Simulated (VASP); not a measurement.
Wanted: the native input for a VASP 6.6.1 run.

* Task: relaxation of cell and atoms
* Functional: PBE
* Potentials or basis: VASP PAW PBE potentials, release 64 (Sb)
* Cutoff: 600 eV
* k mesh: 14 × 14 × 14
* Occupations: fermi-dirac, width 0.1 eV
* Spin: no spin polarisation
* Target pressure: 370 GPa
* Dipole correction: no
* Further INCAR settings: ALGO = Normal; EDIFF = 1e-06; IBRION = 2; EDIFFG = -0.005; NSW = 60; ISIF = 3

The structure of Sb lies in POSCAR:

```
Sb
1.0
    0.0000000000      2.2939054270      2.2939054270
    2.2939054270      0.0000000000      2.2939054270
    2.2939054270      2.2939054270      0.0000000000
Sb
2
Direct
   -0.1250000000     -0.1250000000     -0.1250000000
    0.1250000000      0.1250000000      0.1250000000
```

This isn't the form of Sb at room conditions, which is rhombohedral.

These files were run (other wordings do the same):

INCAR

```
PREC     = Accurate       # precision mode
ENCUT    = 600            # plane-wave cutoff, eV
EDIFF    = 1E-6           # SCF threshold, eV
ISMEAR   = -1             # smearing method
SIGMA    = 0.1            # smearing width, eV
LREAL    = F              # projectors in reciprocal space
LASPH    = T              # aspherical terms in the spheres
NELM     = 60             # most SCF steps
ALGO     = Normal         # electronic algorithm
ISIF     = 3              # what is computed and relaxed
LWAVE    = F              # write WAVECAR
LCHARG   = F              # write CHGCAR
GGA      = PE             # functional
IBRION   = 2              # ionic algorithm
NSW      = 60             # ionic steps
EDIFFG   = -0.005         # ionic threshold
PSTRESS  = 3700.0
```

KPOINTS

```
Automatic mesh
0
Gamma
  14 14 14
```

Potentials or basis: VASP PAW PBE potentials, release 64 (Sb).

Launch:

```bash
$ cat potpaw_PBE.64/Sb/POTCAR > POTCAR
$ mpirun -np 1 vasp_std > vasp.out
```

Results of the run:

```
Relaxed volume                                             : 13.89 Å³/atom
Relaxed cell                                               : a = 3.399 Å, b = 3.399 Å, c = 3.399 Å, α = 60.00°, β = 60.00°, γ = 60.00°
Space group after relaxing (to 0.1 Å)                      : Fd-3m (No. 227)
Energy change on relaxing (the run minimises the enthalpy) : -5186.6 meV/atom
Ionic steps                                                : 5
Pressure after relaxing                                    : 370.0 GPa
Band gap on the k mesh                                     : zero (bands 5 and 6 overlap by 4.28 eV)
```

Caveat: the cell is relaxed towards a set pressure, so the run minimises the enthalpy, not the energy; the volume moved by over 15 % at a fixed basis, so the end points are rough; spin-orbit coupling is left out, which moves the levels of the heavy elements.

Run time: 2.3 min on 1 thread of Intel(R) Xeon(R) Platinum 8375C CPU @ 2.90GHz (Ice Lake) (shared host), peak memory 0.18 GiB.
